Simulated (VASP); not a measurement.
# CsBr (Pm-3m) in VASP: a series of runs

CsBr is run at these levels: PBE; tasks: single point.

Program: VASP 6.6.1. These are calculated values, not measurements. Logs are shortened: lines on timing, memory, paths and dates and some standing lists are left out, and cuts for length are marked.

### 1 The cell of the first run

Symmetry: Pm-3m, No. 221, cubic system. Conventional cell: a = 4.368 Å, b = 4.368 Å, c = 4.368 Å, α = 90.00°, β = 90.00°, γ = 90.00°. Cs (site symmetry m-3m) has 8 Br at 3.78 Å and 6 Cs at 4.37 Å within 5.0 Å. Br (site symmetry m-3m) has 8 Cs at 3.78 Å and 6 Br at 4.37 Å within 5.0 Å.

### 2 Single point, PBE (41.68 Å³/atom)

Contents of INCAR:

```
  PREC = Accurate
  ENCUT = 500
  EDIFF = 1E-6
  ISMEAR = -1
  SIGMA = 0.02
  LREAL = F
  LASPH = T
  NELM = 120
  ALGO = Normal
  ISIF = 2
  LWAVE = F
  LCHARG = T
  GGA = PE
  LELF = T
  LVHAR = T
  NBANDS = 15
  GGA_COMPAT = F
```

Contents of KPOINTS:

```
regular mesh
0
Gamma
  6 6 6
```

Contents of POSCAR:

```
CsBr
1.0
    4.3684529483      0.0000000000      0.0000000000
    0.0000000000      4.3684529483      0.0000000000
    0.0000000000      0.0000000000      4.3684529483
Cs Br
1 1
Direct
    0.0000000000      0.0000000000      0.0000000000
    0.5000000000      0.5000000000      0.5000000000
```

Potentials or basis: VASP PAW PBE potentials, release 64 (Cs_sv, Br).

The run is started by

```sh
$ cat potpaw_PBE.64/Cs_sv/POTCAR potpaw_PBE.64/Br/POTCAR > POTCAR
$ mpirun -np 1 vasp_std > vasp.out
```

OUTCAR:

```text
PREC = Accurate
   ENCUT = 500
   EDIFF = 1E-6
   ISMEAR = -1
   LREAL = F
   LASPH = T
   NELM = 120
   ISIF = 2
   GGA = PE

 ion  position               nearest neighbor table
   1  0.000  0.000  0.000-
   2  0.500  0.500  0.500-

  LATTYP: Found a simple cubic cell.
 ALAT       =     4.3684529483

  Lattice vectors:

 A1 = (   4.3684529483,   0.0000000000,   0.0000000000)
 A2 = (   0.0000000000,   4.3684529483,   0.0000000000)
 A3 = (   0.0000000000,   0.0000000000,   4.3684529483)

Analysis of symmetry for initial positions (statically):
=====================================================================
 Subroutine PRICEL returns:
 Original cell was already a primitive cell.

 Routine SETGRP: Setting up the symmetry group for a
 simple cubic supercell.

 Subroutine GETGRP returns: Found 48 space group operations
 (whereof 48 operations were pure point group operations)
 out of a pool of 48 trial point group operations.

The static configuration has the point symmetry O_h .

Analysis of symmetry for dynamics (positions and initial velocities):
=====================================================================
 Subroutine PRICEL returns:
 Original cell was already a primitive cell.

 Routine SETGRP: Setting up the symmetry group for a
 simple cubic supercell.

 Subroutine GETGRP returns: Found 48 space group operations
 (whereof 48 operations were pure point group operations)
 out of a pool of 48 trial point group operations.

The dynamic configuration has the point symmetry O_h .

 Subroutine INISYM returns: Found 48 space group operations
 (whereof 48 operations are pure point group operations),
 and found     1 'primitive' translations

----------------------------------------------------------------------------------------

                                     Primitive cell

  volume of cell :      83.3649

  direct lattice vectors                    reciprocal lattice vectors
     4.368452948  0.000000000  0.000000000     0.228913991  0.000000000  0.000000000
     0.000000000  4.368452948  0.000000000     0.000000000  0.228913991  0.000000000
     0.000000000  0.000000000  4.368452948     0.000000000  0.000000000  0.228913991

  length of vectors
     4.368452948  4.368452948  4.368452948     0.228913991  0.228913991  0.228913991

  position of ions in fractional coordinates (direct lattice)
     0.000000000  0.000000000  0.000000000
     0.500000000  0.500000000  0.500000000

  ion indices of the primitive-cell ions
   primitive index   ion index
                 1           1
                 2           2

----------------------------------------------------------------------------------------

 KPOINTS: regular mesh

Automatic generation of k-mesh.
 Grid dimensions read from file:
 generate k-points for:    6    6    6

 Generating k-lattice:

  Cartesian coordinates                     Fractional coordinates (reciprocal lattice)
     0.038152332  0.000000000  0.000000000     0.166666667  0.000000000  0.000000000
     0.000000000  0.038152332  0.000000000     0.000000000  0.166666667  0.000000000
     0.000000000  0.000000000  0.038152332     0.000000000  0.000000000  0.166666667

  Length of vectors
     0.038152332  0.038152332  0.038152332

  Shift w.r.t. Gamma in fractional coordinates (k-lattice)
     0.000000000  0.000000000  0.000000000

 Subroutine IBZKPT returns following result:
 ===========================================

 Found     20 irreducible k-points:

 Following reciprocal coordinates:
            Coordinates               Weight
  0.000000  0.000000  0.000000      1.000000
  0.166667  0.000000  0.000000      6.000000
  0.333333  0.000000  0.000000      6.000000
  0.500000  0.000000  0.000000      3.000000
  0.166667  0.166667  0.000000     12.000000
  0.333333  0.166667  0.000000     24.000000
[... 12 lines left out ...]
  0.500000  0.500000  0.333333      6.000000
  0.500000  0.500000  0.500000      1.000000
   k-points           NKPTS =     20   k-points in BZ     NKDIM =     20   number of bands    NBANDS=     15
   number of dos      NEDOS =    301   number of ions     NIONS =      2
   total plane-waves  NPLWV =  32768
   dimension x,y,z NGX =    32 NGY =   32 NGZ =   32
   dimension x,y,z NGXF=    64 NGYF=   64 NGZF=   64
   ions per type =               1   1
   NGX,Y,Z   is equivalent  to a cutoff of  12.18, 12.18, 12.18 a.u.
   NGXF,Y,Z  is equivalent  to a cutoff of  24.36, 24.36, 24.36 a.u.
 SYSTEM =  unknown system
   PREC   = accura    normal or accurate (medium, high low for compatibility)
   ISTART =      0    job   : 0-new  1-cont  2-samecut
   ICHARG =      2    charge: 1-file 2-atom 10-const
   ISPIN  =      1    spin polarized calculation?
   LNONCOLLINEAR =      F non collinear calculations
   LSORBIT =      F    spin-orbit coupling
   LASPH  =      T    aspherical Exc in radial PAW
   ENCUT  =  500.0 eV  36.75 Ry    6.06 a.u.   7.96  7.96  7.96*2*pi/ulx,y,z
   NELM   =    120;   NELMIN=  2; NELMDL= -5     # of ELM steps
   EDIFF  = 0.1E-05   stopping-criterion for ELM
   LREAL  =      F    real-space projection
   EDIFFG = 0.1E-04   stopping-criterion for IOM
   NSW    =      0    number of steps for IOM
   IBRION =     -1    ionic relax: 0-MD 1-quasi-New 2-CG
   NFREE  =      0    steps in history (QN), initial steepest desc. (CG)
   ISIF   =      2    stress and relaxation
   ISYM   =      2    0-nonsym 1-usesym 2-fastsym
   POTIM  = 0.5000    time-step for ionic-motion
   TEBEG  =    0.0;   TEEND  =   0.0 temperature during run
   PSTRESS=    0.0 pullay stress
   NELECT =      16.0000    total number of electrons
   NUPDOWN=      -1.0000    fix difference up-down
   EMIN   =  10.00;   EMAX   =-10.00  energy-range for DOS
   EFERMI =   0.00;   METHOD = LEGACY
   ISMEAR =    -1;   SIGMA  =   0.02  broadening in eV -4-tet -1-fermi 0-gaus
   EFERMI_NEDOS =   21; number of points for ismear=-14 and -15
   IALGO  =     38    algorithm
   IMIX   =      4    mixing-type and parameters
     AMIX     =   0.40;   BMIX     =  1.00
     AMIX_MAG =   1.60;   BMIX_MAG =  1.00
  volume/ion in A,a.u.               =      41.68       281.29
  Fermi-wavevector in a.u.,A,eV,Ry     =   0.944323  1.784511 12.132936  0.891746
  Thomas-Fermi vector in A             =   2.072116
   LORBIT       =      0    0 simple, 1 ext, 2 COOP (PROOUT), +10 PAW based schemes
   GGA     = PE    functional components
   LHFCALC =     F    Hartree Fock is set to
   AEXX    =    0.0000 exact exchange contribution
   IVDW    =     0    specifies the selected vdW correction
   LEPSILON=     F    determine dielectric tensor
   LRPA    =     F    only Hartree local field effects (RPA)
 non-spin polarized calculation
  energy-cutoff  :      500.00
  volume of cell :       83.36
 maximum number of plane-waves:      2176
 NGX is ok and might be reduce to    32
   NGX = 15   NGY = 15   NGZ = 15

 number of electron      16.0000003 magnetization

 Free energy of the ion-electron system (eV)
  ---------------------------------------------------
  ext. energy  EPLUGINS =         0.00000000
  ---------------------------------------------------
  free energy    TOTEN  =        -6.02326581 eV

  energy without entropy =       -6.02326581  energy(sigma->0) =       -6.02326581

 E-fermi :  -0.0995     XC(G=0):  -7.8228

 val. band max:       -0.5639034470   @ k =   0.5000   0.5000   0.0000
 cond. band min:       3.7321540960   @ k =   0.0000   0.0000   0.0000
 fundamental gap:      4.2960575431
 Fermi energy:        -0.0995245337

 k-point     1 :       0.0000    0.0000    0.0000
  band No.  band energies     occupation
      1     -20.4357      2.00000
      2     -12.8712      2.00000
      3      -7.0513      2.00000
      4      -7.0513      2.00000
      5      -7.0513      2.00000
      6      -0.5833      2.00000
      7      -0.5833      2.00000
      8      -0.5833      2.00000
      9       3.7322      0.00000
     10       4.3934      0.00000
     11       4.3934      0.00000
     12       8.3672      0.00000
     13       8.3672      0.00000
     14       8.3672      0.00000
     15      11.3017      0.00000

 k-point     2 :       0.1667    0.0000    0.0000
  band No.  band energies     occupation
      1     -20.4254      2.00000
      2     -12.8722      2.00000
      3      -7.1446      2.00000
      4      -7.0304      2.00000
      5      -7.0304      2.00000
      6      -0.9537      2.00000
      7      -0.6238      2.00000
      8      -0.6238      2.00000
      9       4.3453      0.00000
     10       4.5613      0.00000
     11       4.9493      0.00000
     12       8.2228      0.00000
     13       8.2228      0.00000
     14       8.4976      0.00000
     15      10.0126      0.00000

 k-point     3 :       0.3333    0.0000    0.0000
  band No.  band energies     occupation
      1     -20.4045      2.00000
      2     -12.8752      2.00000
      3      -7.3162      2.00000
      4      -6.9878      2.00000
      5      -6.9878      2.00000
      6      -1.5382      2.00000
      7      -0.7076      2.00000
      8      -0.7076      2.00000
      9       5.0019      0.00000
     10       5.6292      0.00000
     11       6.1931      0.00000
     12       8.0847      0.00000
     13       8.0847      0.00000
     14       8.4715      0.00000
     15       8.8143      0.00000

 k-point     4 :       0.5000    0.0000    0.0000
  band No.  band energies     occupation
      1     -20.3940      2.00000
      2     -12.8773      2.00000
      3      -7.3953      2.00000
      4      -6.9661      2.00000
      5      -6.9661      2.00000
      6      -1.7840      2.00000
      7      -0.7509      2.00000
      8      -0.7509      2.00000
      9       5.3341      0.00000
     10       6.4582      0.00000
     11       6.8790      0.00000
     12       7.7548      0.00000
     13       8.0902      0.00000
     14       8.0902      0.00000
     15       9.0182      0.00000
[... 235 lines left out ...]
 k-point    18 :       0.5000    0.3333    0.3333
  band No.  band energies     occupation
      1     -20.3405      2.00000
      2     -12.7505      2.00000
      3      -7.4568      2.00000
      4      -7.3401      2.00000
      5      -7.2988      2.00000
      6      -1.4405      2.00000
      7      -1.4305      2.00000
      8      -1.1923      2.00000
      9       6.2836      0.00000
     10       6.4903      0.00000
     11       7.1589      0.00000
     12       7.3645      0.00000
     13       7.9673      0.00000
     14       8.7528      0.00000
     15      10.5526      0.00000

 k-point    19 :       0.5000    0.5000    0.3333
  band No.  band energies     occupation
      1     -20.3317      2.00000
      2     -12.7320      2.00000
      3      -7.4400      2.00000
      4      -7.4400      2.00000
      5      -7.2864      2.00000
      6      -1.5023      2.00000
      7      -1.5023      2.00000
      8      -1.4014      2.00000
      9       6.7895      0.00000
     10       6.9049      0.00000
     11       7.0873      0.00000
     12       7.0873      0.00000
     13       8.9330      0.00000
     14       8.9330      0.00000
     15      10.3572      0.00000

 k-point    20 :       0.5000    0.5000    0.5000
  band No.  band energies     occupation
      1     -20.3231      2.00000
      2     -12.7155      2.00000
      3      -7.4018      2.00000
      4      -7.4018      2.00000
      5      -7.4018      2.00000
      6      -1.6236      2.00000
      7      -1.6236      2.00000
      8      -1.6236      2.00000
      9       7.4890      0.00000
     10       7.4890      0.00000
     11       7.4890      0.00000
     12       8.3283      0.00000
     13       8.3283      0.00000
     14       8.3283      0.00000
     15      10.4041      0.00000

------------------------ aborting loop because EDIFF is reached ----------------------------------------

  FORCE on cell =-STRESS in cart. coord.  units (eV):
  Direction    XX          YY          ZZ          XY          YZ          ZX
  --------------------------------------------------------------------------------------
  -------------------------------------------------------------------------------------
  Total        0.1175786      0.1175786      0.1175786      0.0000000      0.0000000     -0.0000000
  in kB        2.2597264      2.2597264      2.2597264      0.0000000      0.0000000     -0.0000000
  external PRESSURE =       2.2597264 kB  Pullay stress =       0.0000000 kB

 VOLUME and BASIS-vectors are now :
 -----------------------------------------------------------------------------
  energy-cutoff  :      500.00
  volume of cell :       83.36
      direct lattice vectors                 reciprocal lattice vectors
     4.368452948  0.000000000  0.000000000     0.228913991  0.000000000  0.000000000
     0.000000000  4.368452948  0.000000000     0.000000000  0.228913991  0.000000000
     0.000000000  0.000000000  4.368452948     0.000000000  0.000000000  0.228913991

 POSITION                                       TOTAL-FORCE (eV/Angst)
 -----------------------------------------------------------------------------------
      0.00000      0.00000      0.00000         0.000000      0.000000      0.000000
      2.18423      2.18423      2.18423         0.000000      0.000000      0.000000
 -----------------------------------------------------------------------------------
    total drift:                                0.000000      0.000000     -0.000000

  FREE ENERGIE OF THE ION-ELECTRON SYSTEM (eV)
  ---------------------------------------------------
  free  energy   TOTEN  =        -6.0232658131 eV

  energy  without entropy=       -6.0232658131  energy(sigma->0) =       -6.02326581
```

Run time: 24 s. Hardware: 1 thread of Intel Xeon 8259CL, shared host; peak memory 0.18 GiB.

Results:

```
Free energy            : -6.0233 eV
Pressure               : 0.2 GPa
Band gap on the k mesh : 4.30 eV (least direct gap 4.32 eV)
```

Levels at points of the mesh, in eV from the valence-band top:
```csv
k point,band 5,band 6,band 7,band 8,band 9,band 10,band 11,band 12
"(0.00, 0.00, 0.00)",-6.49,-0.02,-0.02,-0.02,4.30,4.96,4.96,8.93
"(0.50, 0.00, 0.00)",-6.40,-1.22,-0.19,-0.19,5.90,7.02,7.44,8.32
"(0.50, 0.50, 0.00)",-6.35,-0.57,-0.57,0.00,5.22,5.45,7.16,7.16
"(0.50, 0.50, 0.50)",-6.84,-1.06,-1.06,-1.06,8.05,8.05,8.05,8.89
```

Caveat: spin-orbit coupling is left out, which moves the levels of the heavy elements.

[end of part 1 of 2]
